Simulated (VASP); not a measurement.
# Zr (Fd-3m) in VASP: further runs

The runs below take Zr through single point, with PBE.

Everything below comes from runs of VASP 6.6.1. Logs are shortened: lines on timing, memory, paths and dates and some standing lists are left out, and cuts for length are marked.

### Step 1. The cell of the first run

Symmetry: Fd-3m, No. 227, cubic system. The conventional cell has a = 6.162 Å, b = 6.162 Å, c = 6.162 Å, α = 90.00°, β = 90.00°, γ = 90.00°. Within 3.5 Å of Zr (site symmetry -43m) lie 4 Zr at 2.67 Å.

### Step 2. Single point, PBE

The input, INCAR:

```
SYSTEM = Zr
ALGO = Normal ; EDIFF = 1E-6
ENCUT = 520 ; GGA = PE
ISIF = 2 ; ISMEAR = -1
LASPH = .True. ; LCHARG = .False.
LREAL = .False. ; LWAVE = .False.
NBANDS = 19 ; NELM = 100
PREC = Accurate ; SIGMA = 0.05
```

The input, KPOINTS:

```
k-points
0
Gamma
  9 9 9
  0 0 0
```

The input, POSCAR:

```
Zr
1.0
    0.0000000000      3.0812078526      3.0812078526
    3.0812078526      0.0000000000      3.0812078526
    3.0812078526      3.0812078526      0.0000000000
Zr
2
Direct
   -0.1250000000     -0.1250000000     -0.1250000000
    0.1250000000      0.1250000000      0.1250000000
```

Potentials or basis: VASP PAW PBE potentials, release 64 (Zr_sv).

Launch:

```console
$ cat potpaw_PBE.64/Zr_sv/POTCAR > POTCAR
$ mpirun -np 1 vasp_std > vasp.out
```

OUTCAR:

```text
SYSTEM = Zr
   EDIFF = 1E-6
   ENCUT = 520
   GGA = PE
   ISIF = 2
   ISMEAR = -1
   LASPH = .True.
   LREAL = .False.
   NELM = 100
   PREC = Accurate

 ion  position               nearest neighbor table
   1  0.875  0.875  0.875-   2 2.67   2 2.67   2 2.67   2 2.67
   2  0.125  0.125  0.125-   1 2.67   1 2.67   1 2.67   1 2.67

  LATTYP: Found a face centered cubic cell.
 ALAT       =     6.1624157052

  Lattice vectors:

 A1 = (   0.0000000000,   3.0812078526,   3.0812078526)
 A2 = (   3.0812078526,   0.0000000000,   3.0812078526)
 A3 = (   3.0812078526,   3.0812078526,   0.0000000000)

Analysis of symmetry for initial positions (statically):
=====================================================================
 Subroutine PRICEL returns:
 Original cell was already a primitive cell.

 Routine SETGRP: Setting up the symmetry group for a
 face centered cubic supercell.

 Subroutine GETGRP returns: Found 48 space group operations
 (whereof 12 operations were pure point group operations)
 out of a pool of 48 trial point group operations.

The static configuration has the point symmetry D_3d.
 The point group associated with its full space group is O_h .

Analysis of symmetry for dynamics (positions and initial velocities):
=====================================================================
 Subroutine PRICEL returns:
 Original cell was already a primitive cell.

 Routine SETGRP: Setting up the symmetry group for a
 face centered cubic supercell.

 Subroutine GETGRP returns: Found 48 space group operations
 (whereof 12 operations were pure point group operations)
 out of a pool of 48 trial point group operations.

The dynamic configuration has the point symmetry D_3d.
 The point group associated with its full space group is O_h .

 Subroutine INISYM returns: Found 48 space group operations
 (whereof 12 operations are pure point group operations),
 and found     1 'primitive' translations

----------------------------------------------------------------------------------------

                                     Primitive cell

  volume of cell :      58.5050

  direct lattice vectors                    reciprocal lattice vectors
     0.000000000  3.081207853  3.081207853    -0.162274025  0.162274025  0.162274025
     3.081207853  0.000000000  3.081207853     0.162274025 -0.162274025  0.162274025
     3.081207853  3.081207853  0.000000000     0.162274025  0.162274025 -0.162274025
[... 80 lines left out ...]
   LSORBIT =      F    spin-orbit coupling
   LASPH  =      T    aspherical Exc in radial PAW
   ENCUT  =  520.0 eV  38.22 Ry    6.18 a.u.   8.10  8.10  8.10*2*pi/ulx,y,z
   NELM   =    100;   NELMIN=  2; NELMDL= -5     # of ELM steps
   EDIFF  = 0.1E-05   stopping-criterion for ELM
   LREAL  =      F    real-space projection
   EDIFFG = 0.1E-04   stopping-criterion for IOM
   NSW    =      0    number of steps for IOM
   IBRION =     -1    ionic relax: 0-MD 1-quasi-New 2-CG
   NFREE  =      0    steps in history (QN), initial steepest desc. (CG)
   ISIF   =      2    stress and relaxation
   ISYM   =      2    0-nonsym 1-usesym 2-fastsym
   POTIM  = 0.5000    time-step for ionic-motion
   TEBEG  =    0.0;   TEEND  =   0.0 temperature during run
   PSTRESS=    0.0 pullay stress
   NELECT =      24.0000    total number of electrons
   NUPDOWN=      -1.0000    fix difference up-down
   EMIN   =  10.00;   EMAX   =-10.00  energy-range for DOS
   EFERMI =   0.00;   METHOD = LEGACY
   ISMEAR =    -1;   SIGMA  =   0.05  broadening in eV -4-tet -1-fermi 0-gaus
   EFERMI_NEDOS =   21; number of points for ismear=-14 and -15
   IALGO  =     38    algorithm
   IMIX   =      4    mixing-type and parameters
     AMIX     =   0.40;   BMIX     =  1.00
     AMIX_MAG =   1.60;   BMIX_MAG =  1.00
  volume/ion in A,a.u.               =      29.25       197.41
  Fermi-wavevector in a.u.,A,eV,Ry     =   1.216413  2.298687 20.131992  1.479660
  Thomas-Fermi vector in A             =   2.351767
   LORBIT       =      0    0 simple, 1 ext, 2 COOP (PROOUT), +10 PAW based schemes
   GGA     = PE    functional components
   LHFCALC =     F    Hartree Fock is set to
   AEXX    =    0.0000 exact exchange contribution
   IVDW    =     0    specifies the selected vdW correction
   LEPSILON=     F    determine dielectric tensor
   LRPA    =     F    only Hartree local field effects (RPA)
 non-spin polarized calculation
  energy-cutoff  :      520.00
  volume of cell :       58.51
 maximum number of plane-waves:      1592
   NGX = 17   NGY = 17   NGZ = 17

 number of electron      24.0000000 magnetization

 Free energy of the ion-electron system (eV)
  ---------------------------------------------------
  ext. energy  EPLUGINS =         0.00000000
  ---------------------------------------------------
  free energy    TOTEN  =       -12.22729811 eV

  energy without entropy =      -12.18896576  energy(sigma->0) =      -12.20813193

 E-fermi :   6.0814     XC(G=0):  -9.7633

 val. band max:        6.0784843853   @ k =   0.2222   0.1111   0.0000
 cond. band min:       6.0837489542   @ k =   0.0000   0.0000   0.0000
 fundamental gap:      0.0052645690
 Fermi energy:         6.0813652385

 k-point     1 :       0.0000    0.0000    0.0000
  band No.  band energies     occupation
      1     -42.8327      2.00000
      2     -42.1516      2.00000
      3     -21.2060      2.00000
      4     -21.2060      2.00000
      5     -21.2060      2.00000
      6     -20.0851      2.00000
[... 505 lines left out ...]
      6     -20.5595      2.00000
[... 11 lines left out ...]
     18      10.2376      0.00000
     19      11.7475      0.00000

 [... further k-points ...]

------------------------ aborting loop because EDIFF is reached ----------------------------------------

  FORCE on cell =-STRESS in cart. coord.  units (eV):
  Direction    XX          YY          ZZ          XY          YZ          ZX
  --------------------------------------------------------------------------------------
  -------------------------------------------------------------------------------------
  Total        0.8593340      0.8593340      0.8593340      0.0000000     -0.0000000     -0.0000000
  in kB       23.5331235     23.5331235     23.5331235      0.0000000     -0.0000000     -0.0000000
  external PRESSURE =      23.5331235 kB  Pullay stress =       0.0000000 kB

 VOLUME and BASIS-vectors are now :
 -----------------------------------------------------------------------------
  energy-cutoff  :      520.00
  volume of cell :       58.51
      direct lattice vectors                 reciprocal lattice vectors
     0.000000000  3.081207853  3.081207853    -0.162274025  0.162274025  0.162274025
     3.081207853  0.000000000  3.081207853     0.162274025 -0.162274025  0.162274025
     3.081207853  3.081207853  0.000000000     0.162274025  0.162274025 -0.162274025

 POSITION                                       TOTAL-FORCE (eV/Angst)
 -----------------------------------------------------------------------------------
      5.39211      5.39211      5.39211         0.000000      0.000000      0.000000
      0.77030      0.77030      0.77030        -0.000000     -0.000000     -0.000000
 -----------------------------------------------------------------------------------
    total drift:                                0.000000     -0.000000     -0.000000

  FREE ENERGIE OF THE ION-ELECTRON SYSTEM (eV)
  ---------------------------------------------------
  free  energy   TOTEN  =       -12.2272981057 eV

  energy  without entropy=      -12.1889657614  energy(sigma->0) =      -12.20813193
```

stdout:

```text
POSCAR found type information on POSCAR Zr
 POSCAR found :  1 types and       2 ions
 scaLAPACK will be used
 LDA part: xc-table for (Slater+PW92), standard interpolation
 POSCAR, INCAR and KPOINTS ok, starting setup
 FFT: planning ... GRIDC
 FFT: planning ... GRID_SOFT
 FFT: planning ... GRID
 WAVECAR not read
 entering main loop
```

Run time: 22 s. Hardware: 1 thread of Intel Xeon Platinum 8488C (Sapphire Rapids), shared host; peak memory 0.18 GiB.

What came out:

```
Free energy            : -12.2273 eV
Pressure               : 2.4 GPa
Band gap on the k mesh : zero (band 12 reaches 6.14 eV, above the bottom of band 13 at 5.95 eV)
```

Levels at points of the mesh, in eV from the Fermi level:
| k point | band 9 | band 10 | band 11 | band 12 | band 13 | band 14 | band 15 | band 16 |
| --- | --- | --- | --- | --- | --- | --- | --- | --- |
| (0.00, 0.00, 0.00) | -4.15 | -0.95 | -0.95 | 0.00 | 0.00 | 0.00 | 2.22 | 2.22 |

### Step 3. Single point, PBE

The input, INCAR:

```
  PREC = Accurate
  ENCUT = 520
  EDIFF = 1E-6
  ISMEAR = -1
  SIGMA = 0.05
  LREAL = False
  LASPH = True
  NELM = 100
  ALGO = Normal
  ISIF = 2
  LWAVE = False
  LCHARG = True
  GGA = PE
  LELF = True
  LVHAR = True
  NBANDS = 19
```

The input, KPOINTS:

```
regular mesh
0
Gamma
  9 9 9
```

POSCAR is that of step 2.

Potentials or basis: VASP PAW PBE potentials, release 64 (Zr_sv).

Launch:

```console
$ cat potpaw_PBE.64/Zr_sv/POTCAR > POTCAR
$ mpirun -np 1 vasp_std > vasp.out
```

OUTCAR:

```text
PREC = Accurate
   ENCUT = 520
   EDIFF = 1E-6
   ISMEAR = -1
   LREAL = False
   LASPH = True
   NELM = 100
   ISIF = 2
   GGA = PE

 ion  position               nearest neighbor table
   1  0.875  0.875  0.875-   2 2.67   2 2.67   2 2.67   2 2.67
   2  0.125  0.125  0.125-   1 2.67   1 2.67   1 2.67   1 2.67

  LATTYP: Found a face centered cubic cell.
 ALAT       =     6.1624157052

  Lattice vectors:

 A1 = (   0.0000000000,   3.0812078526,   3.0812078526)
 A2 = (   3.0812078526,   0.0000000000,   3.0812078526)
 A3 = (   3.0812078526,   3.0812078526,   0.0000000000)

Analysis of symmetry for initial positions (statically):
=====================================================================
 Subroutine PRICEL returns:
 Original cell was already a primitive cell.

 Routine SETGRP: Setting up the symmetry group for a
 face centered cubic supercell.

 Subroutine GETGRP returns: Found 48 space group operations
 (whereof 12 operations were pure point group operations)
 out of a pool of 48 trial point group operations.

The static configuration has the point symmetry D_3d.
[... 158 lines left out ...]
  free energy    TOTEN  =       -12.22729811 eV

  energy without entropy =      -12.18896576  energy(sigma->0) =      -12.20813193

 E-fermi :   6.0814     XC(G=0):  -9.7633

 val. band max:        6.0784843853   @ k =   0.2222   0.1111   0.0000
 cond. band min:       6.0837489542   @ k =   0.0000   0.0000   0.0000
 fundamental gap:      0.0052645690
 Fermi energy:         6.0813652385

 k-point     1 :       0.0000    0.0000    0.0000
  band No.  band energies     occupation
      1     -42.8327      2.00000
      2     -42.1516      2.00000
      3     -21.2060      2.00000
      4     -21.2060      2.00000
      5     -21.2060      2.00000
      6     -20.0851      2.00000
[... 505 lines left out ...]
      6     -20.5595      2.00000
[... 11 lines left out ...]
     18      10.2376      0.00000
     19      11.7475      0.00000

 [... further k-points ...]

------------------------ aborting loop because EDIFF is reached ----------------------------------------

  FORCE on cell =-STRESS in cart. coord.  units (eV):
  Direction    XX          YY          ZZ          XY          YZ          ZX
  --------------------------------------------------------------------------------------
  -------------------------------------------------------------------------------------
  Total        0.8593340      0.8593340      0.8593340      0.0000000     -0.0000000     -0.0000000
  in kB       23.5331235     23.5331235     23.5331235      0.0000000     -0.0000000     -0.0000000
  external PRESSURE =      23.5331235 kB  Pullay stress =       0.0000000 kB

 VOLUME and BASIS-vectors are now :
 -----------------------------------------------------------------------------
  energy-cutoff  :      520.00
  volume of cell :       58.51
      direct lattice vectors                 reciprocal lattice vectors
     0.000000000  3.081207853  3.081207853    -0.162274025  0.162274025  0.162274025
     3.081207853  0.000000000  3.081207853     0.162274025 -0.162274025  0.162274025
     3.081207853  3.081207853  0.000000000     0.162274025  0.162274025 -0.162274025

 POSITION                                       TOTAL-FORCE (eV/Angst)
 -----------------------------------------------------------------------------------
      5.39211      5.39211      5.39211         0.000000      0.000000      0.000000
      0.77030      0.77030      0.77030        -0.000000     -0.000000     -0.000000
 -----------------------------------------------------------------------------------
    total drift:                                0.000000     -0.000000     -0.000000

  FREE ENERGIE OF THE ION-ELECTRON SYSTEM (eV)
  ---------------------------------------------------
  free  energy   TOTEN  =       -12.2272981057 eV

  energy  without entropy=      -12.1889657614  energy(sigma->0) =      -12.20813193
```

OSZICAR:

```text
N       E                     dE             d eps       ncg     rms          rms(c)
DAV:   1     0.219497410244E+03    0.21950E+03   -0.12907E+04  1330   0.121E+03
DAV:   2     0.287114342690E+01   -0.21663E+03   -0.21270E+03  1593   0.355E+02
DAV:   3    -0.120346561657E+02   -0.14906E+02   -0.14353E+02  2436   0.655E+01
DAV:   4    -0.124091994299E+02   -0.37454E+00   -0.37303E+00  1633   0.106E+01
DAV:   5    -0.124192958175E+02   -0.10096E-01   -0.10089E-01  1873   0.133E+00    0.132E+01
DAV:   6    -0.122044871825E+02    0.21481E+00   -0.67698E-01  1525   0.490E+00    0.597E+00
DAV:   7    -0.122214304835E+02   -0.16943E-01   -0.24671E-01  2245   0.272E+00    0.150E+00
DAV:   8    -0.122278630518E+02   -0.64326E-02   -0.39850E-02  1723   0.149E+00    0.114E-01
DAV:   9    -0.122272630902E+02    0.59996E-03   -0.37729E-03  1562   0.377E-01    0.916E-02
DAV:  10    -0.122272989619E+02   -0.35872E-04   -0.18130E-04  1721   0.123E-01    0.112E-02
DAV:  11    -0.122273008311E+02   -0.18692E-05   -0.99578E-06  1872   0.171E-02    0.148E-02
DAV:  12    -0.122272979542E+02    0.28769E-05   -0.36556E-06  1435   0.186E-02    0.804E-04
DAV:  13    -0.122272981057E+02   -0.15151E-06   -0.11530E-07   854   0.244E-03
   1 F= -.12227298E+02 E0= -.12208132E+02  d E =-.383323E-01
```

stdout:

```text
POSCAR found type information on POSCAR Zr
 POSCAR found :  1 types and       2 ions
 scaLAPACK will be used
 LDA part: xc-table for (Slater+PW92), standard interpolation
 POSCAR, INCAR and KPOINTS ok, starting setup
 FFT: planning ... GRIDC
 FFT: planning ... GRID_SOFT
 FFT: planning ... GRID
 WAVECAR not read
 entering main loop
```

Run time: 23 s. Hardware: 1 thread of Intel Xeon Platinum 8488C (Sapphire Rapids), shared host; peak memory 0.18 GiB.

Results:

* Free energy: -12.2273 eV
* Pressure: 2.4 GPa
* Band gap on the k mesh: zero (band 12 reaches 6.14 eV, above the bottom of band 13 at 5.95 eV)
